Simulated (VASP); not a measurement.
# ReS (Fm-3m) in VASP: further runs, part 2 of 2

VASP 6.6.1. The steps go on from the part before.

### 4 Relaxation of cell and atoms, r2SCAN

POSCAR

```
ReS
1.0
    0.0000000000      2.4842001446      2.4842001446
    2.4842001446      0.0000000000      2.4842001446
    2.4842001446      2.4842001446      0.0000000000
Re S
1 1
Direct
    0.0000000000      0.0000000000      0.0000000000
    0.5000000000      0.5000000000      0.5000000000
```

INCAR.step1

```
SYSTEM = ReS
  PREC = Accurate
  ENCUT = 600
  ISMEAR = 0
  SIGMA = 0.1
  LREAL = .False.
  LASPH = .True.
  NELM = 100
  GGA = PE
  ALGO = Normal
  EDIFF = 1E-4
  LWAVE = .True.
  LCHARG = .False.
```

INCAR.step2

```
SYSTEM = ReS
  PREC = Accurate
  ENCUT = 600
  EDIFF = 1E-7
  ISMEAR = 0
  SIGMA = 0.1
  LREAL = .False.
  LASPH = .True.
  NELM = 100
  ALGO = Normal
  ISIF = 3
  LWAVE = .False.
  LCHARG = .False.
  METAGGA = R2SCAN
  LMIXTAU = .True.
  IBRION = 2
  NSW = 80
  EDIFFG = -0.01
  ISTART = 1
```

KPOINTS

```
Automatic mesh
0
Gamma
  14 14 14
  0 0 0
```

Potentials or basis: VASP PAW PBE potentials, release 64 (Re, S).

Command:

```console
> cat potpaw_PBE.64/Re/POTCAR potpaw_PBE.64/S/POTCAR > POTCAR
> cp INCAR.step1 INCAR
> mpirun -np 1 vasp_std > vasp.out
> cp INCAR.step2 INCAR
> mpirun -np 1 vasp_std > vasp.out
```

OUTCAR:

```text
SYSTEM = ReS
   PREC = Accurate
   ENCUT = 600
   EDIFF = 1E-7
   ISMEAR = 0
   LREAL = .False.
   LASPH = .True.
   NELM = 100
   ISIF = 3
   METAGGA = R2SCAN
   IBRION = 2
   NSW = 80
   EDIFFG = -0.01
   ISTART = 1

 ion  position               nearest neighbor table
   1  0.000  0.000  0.000-   2 2.48   2 2.48   2 2.48   2 2.48   2 2.48   2 2.48
   2  0.500  0.500  0.500-   1 2.48   1 2.48   1 2.48   1 2.48   1 2.48   1 2.48

  LATTYP: Found a face centered cubic cell.
 ALAT       =     4.9684002892

  Lattice vectors:

 A1 = (   0.0000000000,   2.4842001446,   2.4842001446)
 A2 = (   2.4842001446,   0.0000000000,   2.4842001446)
 A3 = (   2.4842001446,   2.4842001446,   0.0000000000)
[... 261 lines left out ...]
 cond. band min:       9.1100255147   @ k =  -0.2143   0.3571   0.1429
 fundamental gap:      0.0172586608
 Fermi energy:         9.1027564262

 k-point     1 :       0.0000    0.0000    0.0000
  band No.  band energies     occupation
      1      -8.7285      2.00000
      2       5.8098      2.00000
      3       5.8098      2.00000
      4       5.8098      2.00000
      5       6.1300      2.00000
      6       6.1300      2.00000
      7       6.1300      2.00000
      8       6.5849      2.00000
      9       6.5849      2.00000
     10      12.1821      0.00000
[... 287 lines left out ...]
 k-point    24 :       0.2857    0.1429    0.0000
  band No.  band energies     occupation
      1      -7.6900      2.00000
      2       1.4269      2.00000
      3       3.2567      2.00000
      4       3.6011      2.00000
      5       6.1400      2.00000
      6       7.5974      2.00000
      7       8.5194      2.00000
      8       9.4966      0.00000
      9      11.0469      0.00000
     10      16.0641      0.00000

 [... further k-points ...]

------------------------ aborting loop because EDIFF is reached ----------------------------------------

  FORCE on cell =-STRESS in cart. coord.  units (eV):
  Direction    XX          YY          ZZ          XY          YZ          ZX
  --------------------------------------------------------------------------------------
  -------------------------------------------------------------------------------------
  Total       -0.0182403     -0.0182403     -0.0182403     -0.0000000     -0.0000000      0.0000000
  in kB       -0.9838558     -0.9838558     -0.9838558     -0.0000000     -0.0000000      0.0000000
  external PRESSURE =      -0.9838558 kB  Pullay stress =       0.0000000 kB
[... 17 lines left out ...]
  FREE ENERGIE OF THE ION-ELECTRON SYSTEM (eV)
  ---------------------------------------------------
  free  energy   TOTEN  =       -58.4229994089 eV

  energy  without entropy=      -58.4053762337  energy(sigma->0) =      -58.41418782

 reached required accuracy - stopping structural energy minimisation
```

OUTCAR.step1:

```text
SYSTEM = ReS
   PREC = Accurate
   ENCUT = 600
   ISMEAR = 0
   LREAL = .False.
   LASPH = .True.
[... 533 lines left out ...]
      0.00000      0.00000      0.00000        -0.000000      0.000000      0.000000
      2.48420      2.48420      2.48420         0.000000     -0.000000     -0.000000
 -----------------------------------------------------------------------------------
    total drift:                                0.000000      0.000000      0.000000

  FREE ENERGIE OF THE ION-ELECTRON SYSTEM (eV)
  ---------------------------------------------------
  free  energy   TOTEN  =       -14.4936142676 eV

  energy  without entropy=      -14.4752564031  energy(sigma->0) =      -14.48443534
```

OSZICAR.step1:

```text
N       E                     dE             d eps       ncg     rms          rms(c)
DAV:   1     0.518525231792E+02    0.51853E+02   -0.67240E+03  3210   0.149E+03
DAV:   2    -0.107832896534E+02   -0.62636E+02   -0.59540E+02  3280   0.293E+02
DAV:   3    -0.149234115520E+02   -0.41401E+01   -0.37345E+01  3530   0.119E+02
DAV:   4    -0.150812472758E+02   -0.15784E+00   -0.13866E+00  3802   0.130E+01
DAV:   5    -0.150839130115E+02   -0.26657E-02   -0.26258E-02  3440   0.104E+00    0.253E+01
DAV:   6    -0.145258599341E+02    0.55805E+00   -0.30691E+00  3582   0.433E+01    0.100E+01
DAV:   7    -0.144996426770E+02    0.26217E-01   -0.11232E-01  3338   0.576E+00    0.526E+00
DAV:   8    -0.144938225836E+02    0.58201E-02   -0.22837E-02  3378   0.286E+00    0.433E-01
DAV:   9    -0.144935994398E+02    0.22314E-03   -0.14491E-03  3262   0.347E-01    0.239E-01
DAV:  10    -0.144936142676E+02   -0.14828E-04   -0.87436E-05  1480   0.372E-01
   1 F= -.14493614E+02 E0= -.14484435E+02  d E =-.183579E-01
```

It took 15 min on 1 thread of Intel Xeon 8259CL, shared host; peak memory 0.21 GiB.

What came out:

* Free energy: -58.4230 eV
* Relaxed volume: 14.85 Å³/atom
* Relaxed cell: a = 3.476 Å, b = 3.476 Å, c = 3.476 Å, α = 60.00°, β = 60.00°, γ = 60.00°
* Space group after relaxing (to 0.1 Å): Fm-3m (No. 225)
* Energy gained by relaxing: 9.9 meV/atom
* Ionic steps: 3
* Pressure after relaxing: -0.1 GPa
* Band gap on the k mesh: zero (an odd number of electrons rules out a gap without spin polarisation)

The path:
| step | energy change (eV) | largest force (eV/Å) | pressure (GPa) | volume (Å³) |
| --- | --- | --- | --- | --- |
| 1 | 0.0000 | 0.0000 | -6.33 | 30.66 |
| 2 | 0.0471 | 0.0000 | 13.87 | 28.05 |
| 3 | -0.0199 | 0.0000 | -0.10 | 29.70 |

Final structure:
```cif
data_structure
_symmetry_space_group_name_H-M 'P 1'
_symmetry_Int_Tables_number 1
_cell_length_a 3.4762
_cell_length_b 3.4762
_cell_length_c 3.4762
_cell_angle_alpha 60.000
_cell_angle_beta 60.000
_cell_angle_gamma 60.000
_cell_volume 29.70
loop_
_atom_site_label
_atom_site_type_symbol
_atom_site_fract_x
_atom_site_fract_y
_atom_site_fract_z
_atom_site_occupancy
Re1 Re 0.00000 0.00000 0.00000 1
S1 S 0.50000 0.50000 0.50000 1
```

Levels at points of the mesh, in eV from the Fermi level:
```csv
k point,band 3,band 4,band 5,band 6,band 7,band 8,band 9,band 10
"(0.00, 0.00, 0.00)",-3.29,-3.29,-2.97,-2.97,-2.97,-2.52,-2.52,3.08
"(0.50, 0.00, 0.00)",-7.13,-7.13,-0.33,-0.33,0.28,2.80,5.56,5.56
"(0.50, 0.50, 0.00)",-4.90,-4.90,-4.88,-1.38,0.45,0.45,0.54,2.81
```

Caveat: the PAW data sets were made with another functional, which shifts forces and pressure a little; spin-orbit coupling is left out, which moves the levels of the heavy elements; an odd number of electrons without spin polarisation forces a metal; a magnetic or distorted state may lie lower.

### 5 Overview

```tsv
task	spin	cell	k mesh	cutoff (eV)	gap on the mesh (eV)	pressure (GPa)	moment (μB)	relaxed volume (Å³/atom)
single point	collinear	a = 3.513 Å, angles 60.0°, 2 atoms	14 × 14 × 14	520	none	1.1	1.98	-
relaxation of cell and atoms	collinear	relaxed from a = 3.347 Å, angles 60.0°, 2 atoms	8 × 8 × 8	600	none	-0.3	1.91	15.43
relaxation of cell and atoms	off	relaxed from a = 3.513 Å, angles 60.0°, 2 atoms	14 × 14 × 14	600	none	-0.1	-	14.85
```

Alike in all rows: level r2SCAN; potentials or basis VASP PAW PBE potentials, release 64 (Re, S); smearing gaussian 0.1 eV.

Caveats: the PAW data sets were made with another functional, which shifts forces and pressure a little; spin-orbit coupling is left out, which moves the levels of the heavy elements; the volume moved by over 15 % at a fixed basis, so the end points are rough (at least some runs); an odd number of electrons without spin polarisation forces a metal (at least some runs); a magnetic or distorted state may lie lower (at least some runs).

Total energies depend on the potentials used, so only differences within one code and one set of settings carry meaning.

The gap in the log of VASP goes by the Fermi energy; the results here count the filled bands.